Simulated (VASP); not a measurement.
# Os (R-3m) in VASP: a series of runs, part 2 of 2

VASP 6.6.1.

### Step 3. Single point, PBE

This run uses another cell than the first one, of 16.41 Å³/atom.

Input file INCAR:

```
SYSTEM = Os
  PREC = Accurate
  ENCUT = 520
  EDIFF = 1E-6
  ISMEAR = 0
  SIGMA = 0.1
  LREAL = .False.
  LASPH = .True.
  NELM = 60
  ALGO = Fast
  ISIF = 2
  LWAVE = .False.
  LCHARG = .True.
  GGA = PE
  LELF = .True.
  LVHAR = .True.
  NBANDS = 15
```

Input file KPOINTS:

```
Automatic mesh
0
Gamma
  6 6 6
  0 0 0
```

Input file POSCAR:

```
Os
1.0
    1.5817846479      0.9132437922      3.7876842094
   -1.5817846479      0.9132437922      3.7876842094
    0.0000000000     -1.8264875845      3.7876842094
Os
2
Direct
    0.0577000000      0.0577000000      0.0577000000
    0.9423000000      0.9423000000      0.9423000000
```

Potentials or basis: VASP PAW PBE potentials, release 64 (Os).

On the command line:

```console
$ cat potpaw_PBE.64/Os/POTCAR > POTCAR
$ mpirun -np 1 vasp_std > vasp.out
```

OUTCAR:

```text
SYSTEM = Os
   PREC = Accurate
   ENCUT = 520
   EDIFF = 1E-6
   ISMEAR = 0
   LREAL = .False.
   LASPH = .True.
   NELM = 60
   ISIF = 2
   GGA = PE

 ion  position               nearest neighbor table
   1  0.058  0.058  0.058-   2 1.31   2 3.08   2 3.08   2 3.08
   2  0.942  0.942  0.942-   1 1.31   1 3.08   1 3.08   1 3.08

 -----------------------------------------------------------------------------
|                                                                             |
|           W    W    AA    RRRRR   N    N  II  N    N   GGGG   !!!           |
|           W    W   A  A   R    R  NN   N  II  NN   N  G    G  !!!           |
|           W    W  A    A  R    R  N N  N  II  N N  N  G       !!!           |
|           W WW W  AAAAAA  RRRRR   N  N N  II  N  N N  G  GGG   !            |
|           WW  WW  A    A  R   R   N   NN  II  N   NN  G    G                |
|           W    W  A    A  R    R  N    N  II  N    N   GGGG   !!!           |
|                                                                             |
|     The distance between some ions is very small. Please check the          |
|     nearest-neighbor list in the OUTCAR file.                               |
|     I HOPE YOU KNOW WHAT YOU ARE DOING!                                     |
|                                                                             |
 -----------------------------------------------------------------------------

  LATTYP: Found a trigonal (rhomboedric) cell.
 ALAT       =     4.2050693890
[... 202 lines left out ...]
     11      12.8265      0.00000
     12      16.4243      0.00000
     13      17.0439      0.00000
     14      18.0208      0.00000
[... 401 lines left out ...]
      2      -2.8278      2.00000
      3      -1.6703      2.00000
      4       0.1100      2.00000
      5       1.8551      2.00000
      6       4.9067      2.00000
      7       6.8672      2.00000
      8       7.4632      2.00000
      9       8.7262      0.00000
     10       9.8922      0.00000
     11      11.3793      0.00000
     12      13.3384      0.00000
     13      15.2341      0.00000
     14      16.5891      0.00000
     15      21.2751      0.00000

 [... further k-points ...]
[... 5 lines left out ...]
  --------------------------------------------------------------------------------------
  -------------------------------------------------------------------------------------
  Total       -2.8409120     -2.8409120    173.0827384      0.0000000     -0.0000000      0.0000000
  in kB     -138.6466138   -138.6466138   8447.0534352      0.0000000     -0.0000001      0.0000000
  external PRESSURE =    2723.2534025 kB  Pullay stress =       0.0000000 kB

 VOLUME and BASIS-vectors are now :
 -----------------------------------------------------------------------------
  energy-cutoff  :      520.00
  volume of cell :       32.83
      direct lattice vectors                 reciprocal lattice vectors
     1.581784648  0.913243792  3.787684209     0.316098655  0.182499644  0.088004521
    -1.581784648  0.913243792  3.787684209    -0.316098655  0.182499644  0.088004521
     0.000000000 -1.826487584  3.787684209     0.000000000 -0.364999287  0.088004521

 POSITION                                       TOTAL-FORCE (eV/Angst)
 -----------------------------------------------------------------------------------
      0.00000     -0.00000      0.65565         0.000000     -0.000000    134.063267
      0.00000     -0.00000     10.70740         0.000000      0.000000   -134.063267
 -----------------------------------------------------------------------------------
    total drift:                               -0.000000     -0.000000      0.000000

  FREE ENERGIE OF THE ION-ELECTRON SYSTEM (eV)
  ---------------------------------------------------
  free  energy   TOTEN  =        16.5398385464 eV

  energy  without entropy=       16.5443374937  energy(sigma->0) =       16.54208802
```

stdout:

```text
POSCAR found type information on POSCAR Os
 POSCAR found :  1 types and       2 ions
 scaLAPACK will be used
 LDA part: xc-table for (Slater+PW92), standard interpolation
 -----------------------------------------------------------------------------
|                                                                             |
|           W    W    AA    RRRRR   N    N  II  N    N   GGGG   !!!           |
|           W    W   A  A   R    R  NN   N  II  NN   N  G    G  !!!           |
|           W    W  A    A  R    R  N N  N  II  N N  N  G       !!!           |
|           W WW W  AAAAAA  RRRRR   N  N N  II  N  N N  G  GGG   !            |
|           WW  WW  A    A  R   R   N   NN  II  N   NN  G    G                |
|           W    W  A    A  R    R  N    N  II  N    N   GGGG   !!!           |
|                                                                             |
|     The distance between some ions is very small. Please check the          |
|     nearest-neighbor list in the OUTCAR file.                               |
|     I HOPE YOU KNOW WHAT YOU ARE DOING!                                     |
|                                                                             |
 -----------------------------------------------------------------------------

 POSCAR, INCAR and KPOINTS ok, starting setup
 FFT: planning ... GRIDC
 FFT: planning ... GRID_SOFT
 FFT: planning ... GRID
 WAVECAR not read
 entering main loop
```

Wall time 16 s (1 thread of AMD EPYC 9R45 (Zen 5), shared host); peak memory 0.15 GiB.

Results:

- Free energy: 16.5398 eV
- Pressure: 272.3 GPa
- Largest force: 134.063 eV/Å
- Band gap on the k mesh: zero (bands 8 and 9 overlap by 0.88 eV)

Forces in eV/Å, atoms in the order of the input:
```
Os     0.000    0.000  134.063
Os     0.000    0.000 -134.063
```

Levels at points of the mesh, in eV from the Fermi level:
```tsv
k point	band 5	band 6	band 7	band 8	band 9	band 10	band 11	band 12
(0.00, 0.00, 0.00)	-8.21	-7.34	-4.31	-0.52	-0.52	4.63	4.63	8.22
(0.50, 0.00, 0.00)	-5.92	-3.03	-2.76	-1.51	1.09	1.90	2.43	4.99
(0.50, 0.50, 0.00)	-5.85	-2.90	-2.58	-1.55	0.31	1.70	4.76	5.58
(0.50, 0.50, 0.50)	-8.31	-5.68	-1.90	-0.16	-0.16	0.34	7.05	7.05
```

Caveat: the k points lie up to 0.39 Å⁻¹ apart, too coarse for converged energies and pressures of a metal; atoms lie so close that the PAW spheres overlap strongly, which falsifies energies and pressures; spin-orbit coupling is left out, which moves the levels of the heavy elements; forces of over 1 eV/Å act on the atoms, so gaps and moduli don't describe the material at rest.

### Step 4. Single point, PBE

This run uses another cell than the first one, of 15.21 Å³/atom.

Input file INCAR:

```
SYSTEM = Os
ALGO = Fast ; EDIFF = 1E-6
ENCUT = 520 ; GGA = PE
ISIF = 2 ; ISMEAR = 0
LASPH = .True. ; LCHARG = .True.
LELF = .True. ; LREAL = .False.
LVHAR = .True. ; LWAVE = .False.
NBANDS = 15 ; NELM = 100
PREC = Accurate ; SIGMA = 0.1
```

Input file KPOINTS:

```
k-points
0
Gamma
  9 9 9
  0 0 0
```

Input file POSCAR:

```
Os
1.0
    1.3599328786      0.7851576135      4.7475724434
   -1.3599328786      0.7851576135      4.7475724434
    0.0000000000     -1.5703152270      4.7475724434
Os
2
Direct
    0.0921096214      0.0921096214      0.0921096214
    0.9078903786      0.9078903786      0.9078903786
```

On the command line:

```console
$ cat potpaw_PBE.64/Os/POTCAR > POTCAR
$ mpirun -np 1 vasp_std > vasp.out
```

Wall time 67 s (1 thread of AMD EPYC 9R45 (Zen 5), shared host); peak memory 0.23 GiB.

Results (log left out):

- Free energy: -21.3402 eV
- Pressure: -0.1 GPa
- Largest force: 0.019 eV/Å
- Band gap on the k mesh: zero (bands 8 and 9 overlap by 2.86 eV)

Forces in eV/Å, atoms in the order of the input:
```
Os   0.000  0.000 -0.019
Os   0.000  0.000  0.019
```

Stress tensor (GPa, compression positive):
```
 0.12  0.00  0.00
 0.00  0.12  0.00
 0.00  0.00 -0.56
```

Levels at points of the mesh, in eV from the Fermi level:
```csv
k point,band 6,band 7,band 8,band 9,band 10,band 11
"(0.00, 0.00, 0.00)",-2.45,-2.45,-0.45,0.55,0.55,1.01
```

Caveat: spin-orbit coupling is left out, which moves the levels of the heavy elements.

### Step 5. Relaxation of cell and atoms, PBE

Input file INCAR:

```
  PREC = Accurate
  ENCUT = 600
  EDIFF = 1E-6
  ISMEAR = 0
  SIGMA = 0.1
  LREAL = F
  LASPH = T
  NELM = 60
  ALGO = Normal
  ISIF = 3
  LWAVE = F
  LCHARG = F
  GGA = PE
  IBRION = 2
  NSW = 90
  EDIFFG = -0.04
```

Input file KPOINTS:

```
Automatic mesh
0
Gamma
  9 9 9
```

Input file POSCAR:

```
Os
1.0
    1.3576313876      0.7838288471      4.7934557149
   -1.3576313876      0.7838288471      4.7934557149
    0.0000000000     -1.5676576942      4.7934557149
Os
2
Direct
    0.0930947057      0.0930947057      0.0930947057
    0.9069052943      0.9069052943      0.9069052943
```

On the command line:

```console
$ cat potpaw_PBE.64/Os/POTCAR > POTCAR
$ mpirun -np 1 vasp_std > vasp.out
```

It took 2.9 min on 1 thread of AMD EPYC 9R45 (Zen 5), shared host; peak memory 0.25 GiB.

Results (log left out):

```yaml
Free_energy: -21.3417 eV
Relaxed_volume: 15.21 Å³/atom
Relaxed_cell: a = 4.995 Å, b = 4.995 Å, c = 4.995 Å, α = 31.62°, β = 31.62°, γ = 31.62°
Space_group_after_relaxing_to_0.1_Å: R-3m (No. 166)
Energy_gained_by_relaxing: 3.8 meV/atom
Ionic_steps: 7
Pressure_after_relaxing: 0.0 GPa
Band_gap_on_the_k_mesh: zero (bands 8 and 9 overlap by 2.86 eV)
```

Stress tensor (GPa, compression positive):
```
0.01 0.00 0.00
0.00 0.01 0.00
0.00 0.00 0.12
```

Step by step:
| step | energy change (eV) | largest force (eV/Å) | pressure (GPa) | volume (Å³) |
| --- | --- | --- | --- | --- |
| 1 | 0.0000 | 0.2068 | -0.68 | 30.61 |
| 2 | -0.0034 | 0.2278 | 1.75 | 30.32 |
| 3 | -0.0055 | 0.2252 | 0.73 | 30.43 |
| 4 | -0.0054 | 0.1259 | -2.45 | 30.61 |
| 5 | -0.0070 | 0.0498 | -0.89 | 30.51 |
| 6 | -0.0065 | 0.0779 | 1.41 | 30.27 |
| 7 | -0.0075 | 0.0005 | 0.05 | 30.42 |

Final structure:
```cif
data_structure
_symmetry_space_group_name_H-M 'P 1'
_symmetry_Int_Tables_number 1
_cell_length_a 4.9948
_cell_length_b 4.9948
_cell_length_c 4.9948
_cell_angle_alpha 31.620
_cell_angle_beta 31.620
_cell_angle_gamma 31.620
_cell_volume 30.42
loop_
_atom_site_label
_atom_site_type_symbol
_atom_site_fract_x
_atom_site_fract_y
_atom_site_fract_z
_atom_site_occupancy
Os1 Os 0.09200 0.09200 0.09200 1
Os2 Os 0.90800 0.90800 0.90800 1
```

Levels at points of the mesh, in eV from the Fermi level:
```
           k point  band 5  band 6  band 7  band 8  band 9  band 10  band 11  band 12
(0.00, 0.00, 0.00)   -2.55   -2.45   -2.45   -0.43    0.55     0.55     0.99     0.99
```

Caveat: spin-orbit coupling is left out, which moves the levels of the heavy elements.

### Step 6. The runs side by side

```csv
task,cell,k mesh,cutoff (eV),gap on the mesh (eV),pressure (GPa),largest force (eV/Å)
single point,"a = 5.043 Å, angles 31.2°, 2 atoms, atomic positions A",6 × 6 × 6,520,none,-0.4,-
single point,"a = 4.205 Å, angles 44.2°, 2 atoms, atomic positions B",6 × 6 × 6,520,none,272.3,134.06
single point,"a = 5.001 Å, angles 31.6°, 2 atoms, atomic positions C",9 × 9 × 9,520,none,-0.1,0.02
relaxation of cell and atoms,"relaxed from a = 5.043 Å, angles 31.2°, 2 atoms, atomic positions A",9 × 9 × 9,600,none,0.0,-
```

Alike in all rows: level PBE; potentials or basis VASP PAW PBE potentials, release 64 (Os); no spin polarisation; smearing gaussian 0.1 eV.

Caveats: some runs use coarse meshes; spin-orbit coupling is left out, which moves the levels of the heavy elements; atoms lie so close that the PAW spheres overlap strongly, which falsifies energies and pressures (at least some runs); forces of over 1 eV/Å act on the atoms, so gaps and moduli don't describe the material at rest (at least some runs).

Absolute energies hang on the potentials; compare differences alone.
